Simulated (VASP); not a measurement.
# Na2B5 (P4/mmm) in VASP: a series of runs

Runs on Na2B5. Level: PBE. Tasks: single point, relaxation of cell and atoms.

Program: VASP 6.6.1. These are calculated values, not measurements. Logs are shortened: lines on timing, memory, paths and dates and some standing lists are left out, and cuts for length are marked.

## 1. The cell of the first run

Symmetry: P4/mmm, No. 123, tetragonal system. The conventional cell has a = 3.889 Å, b = 3.889 Å, c = 4.947 Å, α = 90.00°, β = 90.00°, γ = 90.00°. Within 3.1 Å of Na (site symmetry 4mm) lie 12 B at 2.36 to 3.01 Å and 2 Na at 2.43 to 2.51 Å. B (site symmetry m2m) has 2 B at 1.14 to 1.37 Å within 1.5 Å. Within 1.8 Å of B (site symmetry 4/mmm) lie 4 B at 1.37 Å.

The cell was built from a structure type or drawn by symmetry, and may not be a known phase.

## 2. Single point, PBE

The input, INCAR:

```
PREC = Accurate
ENCUT = 520
EDIFF = 1E-6
ISMEAR = 0
SIGMA = 0.1
LREAL = F
LASPH = T
NELM = 100
ALGO = Normal
ISIF = 2
LWAVE = F
LCHARG = F
GGA = PE
NBANDS = 24
```

The input, KPOINTS:

```
regular mesh
0
Gamma
  4 4 4
```

The input, POSCAR:

```
Na2B5
1.0
    3.8894688500      0.0000000000      0.0000000000
    0.0000000000      3.8894688500      0.0000000000
    0.0000000000      0.0000000000      4.9471092000
Na B
2 5
Direct
    0.5000000000      0.5000000000      0.2458123100
    0.5000000000      0.5000000000      0.7541876900
    0.3534075000      0.0000000000      0.0000000000
    0.6465925000      0.0000000000      0.0000000000
    0.0000000000      0.3534075000      0.0000000000
    0.0000000000      0.6465925000      0.0000000000
    0.0000000000      0.0000000000      0.0000000000
```

Potentials or basis: VASP PAW PBE potentials, release 64 (Na_pv, B).

On the command line:

```
$ cat potpaw_PBE.64/Na_pv/POTCAR potpaw_PBE.64/B/POTCAR > POTCAR
$ mpirun -np 1 vasp_std > vasp.out
```

OUTCAR:

```text
PREC = Accurate
   ENCUT = 520
   EDIFF = 1E-6
   ISMEAR = 0
   LREAL = F
   LASPH = T
   NELM = 100
   ISIF = 2
   GGA = PE

 ion  position               nearest neighbor table
   1  0.500  0.500  0.246-   3 2.36   4 2.36   5 2.36   6 2.36   3 2.36   4 2.36   5 2.36   6 2.36
                             2 2.43   2 2.51
   2  0.500  0.500  0.754-   3 2.36   4 2.36   5 2.36   6 2.36   3 2.36   4 2.36   5 2.36   6 2.36
                             1 2.43   1 2.51
   3  0.353  0.000  0.000-   4 1.14   7 1.37   6 1.94   5 1.94   1 2.36   2 2.36   1 2.36   2 2.36

   4  0.647  0.000  0.000-   3 1.14   7 1.37   6 1.94   5 1.94   1 2.36   2 2.36   1 2.36   2 2.36

   5  0.000  0.353  0.000-   6 1.14   7 1.37   3 1.94   4 1.94   1 2.36   2 2.36   1 2.36   2 2.36

   6  0.000  0.647  0.000-   5 1.14   7 1.37   3 1.94   4 1.94   1 2.36   2 2.36   1 2.36   2 2.36

   7  0.000  0.000  0.000-   3 1.37   4 1.37   5 1.37   6 1.37

  LATTYP: Found a simple tetragonal cell.
 ALAT       =     3.8894688500
 C/A-ratio  =     1.2719241086

  Lattice vectors:

 A1 = (   3.8894688500,   0.0000000000,   0.0000000000)
 A2 = (   0.0000000000,   3.8894688500,   0.0000000000)
 A3 = (   0.0000000000,   0.0000000000,   4.9471092000)

Analysis of symmetry for initial positions (statically):
=====================================================================
 Subroutine PRICEL returns:
 Original cell was already a primitive cell.

 Routine SETGRP: Setting up the symmetry group for a
 simple tetragonal supercell.

 Subroutine GETGRP returns: Found 16 space group operations
 (whereof 16 operations were pure point group operations)
 out of a pool of 16 trial point group operations.

The static configuration has the point symmetry D_4h.

Analysis of symmetry for dynamics (positions and initial velocities):
=====================================================================
 Subroutine PRICEL returns:
 Original cell was already a primitive cell.

 Routine SETGRP: Setting up the symmetry group for a
 simple tetragonal supercell.

 Subroutine GETGRP returns: Found 16 space group operations
 (whereof 16 operations were pure point group operations)
 out of a pool of 16 trial point group operations.

The dynamic configuration has the point symmetry D_4h.

 Subroutine INISYM returns: Found 16 space group operations
 (whereof 16 operations are pure point group operations),
 and found     1 'primitive' translations

[... 93 lines left out ...]
   LSORBIT =      F    spin-orbit coupling
   LASPH  =      T    aspherical Exc in radial PAW
   ENCUT  =  520.0 eV  38.22 Ry    6.18 a.u.   7.23  7.23  9.20*2*pi/ulx,y,z
   NELM   =    100;   NELMIN=  2; NELMDL= -5     # of ELM steps
   EDIFF  = 0.1E-05   stopping-criterion for ELM
   LREAL  =      F    real-space projection
[... 7 lines left out ...]
   TEBEG  =    0.0;   TEEND  =   0.0 temperature during run
   PSTRESS=    0.0 pullay stress
   NELECT =      29.0000    total number of electrons
   NUPDOWN=      -1.0000    fix difference up-down
   EMIN   =  10.00;   EMAX   =-10.00  energy-range for DOS
   EFERMI =   0.00;   METHOD = LEGACY
   ISMEAR =     0;   SIGMA  =   0.10  broadening in eV -4-tet -1-fermi 0-gaus
   EFERMI_NEDOS =   21; number of points for ismear=-14 and -15
   IALGO  =     38    algorithm
   IMIX   =      4    mixing-type and parameters
     AMIX     =   0.40;   BMIX     =  1.00
     AMIX_MAG =   1.60;   BMIX_MAG =  1.00
  volume/ion in A,a.u.               =      10.69        72.15
  Fermi-wavevector in a.u.,A,eV,Ry     =   1.193521  2.255428 19.381401  1.424493
  Thomas-Fermi vector in A             =   2.329534
   LORBIT       =      0    0 simple, 1 ext, 2 COOP (PROOUT), +10 PAW based schemes
   GGA     = PE    functional components
   LHFCALC =     F    Hartree Fock is set to
   AEXX    =    0.0000 exact exchange contribution
   IVDW    =     0    specifies the selected vdW correction
   LEPSILON=     F    determine dielectric tensor
   LRPA    =     F    only Hartree local field effects (RPA)
 non-spin polarized calculation
 Gauss-broadening in eV      SIGMA  =   0.10
  energy-cutoff  :      520.00
  volume of cell :       74.84
 maximum number of plane-waves:      2034
 NGX is ok and might be reduce to    30
   NGX = 15   NGY = 15   NGZ = 19

 number of electron      29.0000030 magnetization

 Free energy of the ion-electron system (eV)
  ---------------------------------------------------
  ext. energy  EPLUGINS =         0.00000000
  ---------------------------------------------------
  free energy    TOTEN  =       -18.78302305 eV

  energy without entropy =      -18.77441819  energy(sigma->0) =      -18.77872062

 E-fermi :   4.3390     XC(G=0):  -9.2226

 val. band max:        4.3005448895   @ k =   0.2500   0.0000   0.0000
 cond. band min:       4.4464458146   @ k =   0.2500   0.0000   0.2500
 fundamental gap:      0.1459009252
 Fermi energy:         4.3390244801

 k-point     1 :       0.0000    0.0000    0.0000
  band No.  band energies     occupation
      1     -21.4590      2.00000
      2     -20.9082      2.00000
      3     -20.9082      2.00000
      4     -20.7844      2.00000
      5     -20.7844      2.00000
      6     -20.7262      2.00000
[... 475 lines left out ...]
     23      13.9761      0.00000
     24      13.9761      0.00000

------------------------ aborting loop because EDIFF is reached ----------------------------------------

  FORCE on cell =-STRESS in cart. coord.  units (eV):
  Direction    XX          YY          ZZ          XY          YZ          ZX
  --------------------------------------------------------------------------------------
  -------------------------------------------------------------------------------------
  Total       62.9023859     62.9023859      9.4634775      0.0000000     -0.0000000      0.0000000
  in kB     1346.6217010   1346.6217010    202.5952426      0.0000000     -0.0000000      0.0000000
  external PRESSURE =     965.2795482 kB  Pullay stress =       0.0000000 kB

 VOLUME and BASIS-vectors are now :
 -----------------------------------------------------------------------------
  energy-cutoff  :      520.00
  volume of cell :       74.84
      direct lattice vectors                 reciprocal lattice vectors
     3.889468850  0.000000000  0.000000000     0.257104514  0.000000000  0.000000000
     0.000000000  3.889468850  0.000000000     0.000000000  0.257104514  0.000000000
     0.000000000  0.000000000  4.947109200     0.000000000  0.000000000  0.202138251

 POSITION                                       TOTAL-FORCE (eV/Angst)
 -----------------------------------------------------------------------------------
      1.94473      1.94473      1.21606         0.000000     -0.000000      2.495250
      1.94473      1.94473      3.73105         0.000000     -0.000000     -2.495250
      1.37457      0.00000      0.00000       -23.974879     -0.000000     -0.000000
      2.51490      0.00000      0.00000        23.974879     -0.000000     -0.000000
      0.00000      1.37457      0.00000         0.000000    -23.974879     -0.000000
      0.00000      2.51490      0.00000         0.000000     23.974879     -0.000000
      0.00000      0.00000      0.00000         0.000000     -0.000000     -0.000000
 -----------------------------------------------------------------------------------
    total drift:                                0.000000      0.000000      0.000000

  FREE ENERGIE OF THE ION-ELECTRON SYSTEM (eV)
  ---------------------------------------------------
  free  energy   TOTEN  =       -18.7830230485 eV

  energy  without entropy=      -18.7744181898  energy(sigma->0) =      -18.77872062
```

OSZICAR:

```text
N       E                     dE             d eps       ncg     rms          rms(c)
DAV:   1     0.260422271972E+03    0.26042E+03   -0.14403E+04   864   0.131E+03
DAV:   2    -0.141640264817E+02   -0.27459E+03   -0.25899E+03   928   0.372E+02
DAV:   3    -0.350263757402E+02   -0.20862E+02   -0.20293E+02  1144   0.103E+02
DAV:   4    -0.354443205740E+02   -0.41794E+00   -0.41755E+00   992   0.159E+01
DAV:   5    -0.354523451117E+02   -0.80245E-02   -0.80237E-02  1184   0.213E+00    0.158E+01
DAV:   6    -0.222807417694E+02    0.13172E+02   -0.10913E+01  1232   0.288E+01    0.783E+00
DAV:   7    -0.187818172378E+02    0.34989E+01   -0.13348E+01  1256   0.207E+01    0.263E+00
DAV:   8    -0.188410735232E+02   -0.59256E-01   -0.17067E+00   960   0.712E+00    0.130E+00
DAV:   9    -0.187972423935E+02    0.43831E-01   -0.65874E-02  1048   0.180E+00    0.480E-01
DAV:  10    -0.187817122306E+02    0.15530E-01   -0.92772E-02  1136   0.154E+00    0.157E-01
DAV:  11    -0.187833339373E+02   -0.16217E-02   -0.10740E-02   984   0.466E-01    0.829E-02
DAV:  12    -0.187832611871E+02    0.72750E-04   -0.46992E-04   960   0.124E-01    0.609E-02
DAV:  13    -0.187830148976E+02    0.24629E-03   -0.14823E-03  1080   0.158E-01    0.116E-02
DAV:  14    -0.187830225168E+02   -0.76192E-05   -0.49349E-05   960   0.388E-02    0.435E-03
DAV:  15    -0.187830230485E+02   -0.53174E-06   -0.17564E-06   936   0.721E-03
   1 F= -.18783023E+02 E0= -.18778721E+02  d E =-.860486E-02
```

It took 16 s on 1 thread of Intel Xeon 6975P-C (Granite Rapids), shared host; peak memory 0.18 GiB.

What came out:

- Free energy: -18.7830 eV
- Pressure: 96.5 GPa
- Largest force: 23.975 eV/Å
- Band gap on the k mesh: zero (an odd number of electrons rules out a gap without spin polarisation)

Forces on the atoms (eV/Å):
```
Na    0.000   0.000   2.495
Na    0.000   0.000  -2.495
B   -23.975   0.000   0.000
B    23.975   0.000   0.000
B     0.000 -23.975   0.000
B     0.000  23.975   0.000
B     0.000   0.000   0.000
```

Caveat: the k points lie up to 0.40 Å⁻¹ apart, too coarse for converged energies and pressures of a metal; atoms lie so close that the PAW spheres overlap strongly, which falsifies energies and pressures; forces of over 1 eV/Å act on the atoms, so gaps and moduli don't describe the material at rest.

## 3. Single point, PBE

This run uses another cell than the first one, of 22.75 Å³/atom.

The input, INCAR:

```
SYSTEM = Na2B5
PREC = Accurate ; ENCUT = 520
EDIFF = 1E-6 ; ISMEAR = 0
SIGMA = 0.1 ; LREAL = .False.
LASPH = .True. ; NELM = 80
ALGO = Normal ; ISIF = 2
LWAVE = .False. ; LCHARG = .True.
GGA = PE ; LELF = .True.
LVHAR = .True. ; NBANDS = 24
```

The input, KPOINTS:

```
regular mesh
0
Gamma
  4 4 4
  0 0 0
```

The input, POSCAR:

```
Na2B5
1.0
    4.6499866676      0.0000000000      0.0000000000
    0.0000000000      4.6499866676      0.0000000000
    0.0000000000      0.0000000000      7.3662425251
Na B
2 5
Direct
    0.5000000000      0.5000000000      0.2148495148
    0.5000000000      0.5000000000      0.7851504852
    0.3341054461      0.0000000000      0.0000000000
    0.6658945539      0.0000000000      0.0000000000
    0.0000000000      0.3341054461      0.0000000000
    0.0000000000      0.6658945539      0.0000000000
    0.0000000000      0.0000000000      0.0000000000
```

Potentials or basis: VASP PAW PBE potentials, release 64 (Na_pv, B).

On the command line:

```
$ cat potpaw_PBE.64/Na_pv/POTCAR potpaw_PBE.64/B/POTCAR > POTCAR
$ mpirun -np 1 vasp_std > vasp.out
```

It took 32 s on 1 thread of Intel Xeon 6975P-C (Granite Rapids), shared host; peak memory 0.26 GiB.

The run converged. Its results:

```
Free energy            : -32.5528 eV
Pressure               : 0.0 GPa
Largest force          : 0.011 eV/Å
Band gap on the k mesh : zero (an odd number of electrons rules out a gap without spin polarisation)
```

Forces on the atoms (eV/Å):
```
Na   0.000  0.000 -0.003
Na   0.000  0.000  0.003
B    0.011  0.000  0.000
B   -0.011  0.000  0.000
B    0.000  0.011  0.000
B    0.000 -0.011  0.000
B    0.000  0.000  0.000
```

Stress tensor (GPa, compression positive):
```
-0.03  0.00  0.00
 0.00 -0.03  0.00
 0.00  0.00  0.08
```

Levels at points of the mesh, in eV from the Fermi level:
```
           k point  band 11  band 12  band 13  band 14  band 15  band 16  band 17  band 18  band 19  band 20
(0.00, 0.00, 0.00)    -6.91    -4.63    -0.40     0.19     0.27     0.57     0.57     2.91     2.95     2.95
(0.50, 0.00, 0.00)    -4.88    -3.81    -2.72    -1.84    -0.39     1.05     1.74     2.18     3.22     4.00
(0.50, 0.50, 0.00)    -4.74    -4.71    -2.67    -1.56    -1.56     2.25     2.87     3.02     3.02     3.53
(0.00, 0.00, 0.50)    -6.91    -4.70     0.14     0.19     0.24     0.57     0.57     2.20     2.87     2.87
(0.50, 0.00, 0.50)    -4.88    -3.84    -2.72    -1.97    -0.31     1.54     2.00     2.69     3.18     3.87
(0.50, 0.50, 0.50)    -4.74    -4.70    -2.69    -1.61    -1.61     1.84     2.87     3.53     3.81     3.81
```

(Continued in part 2 of 2.)
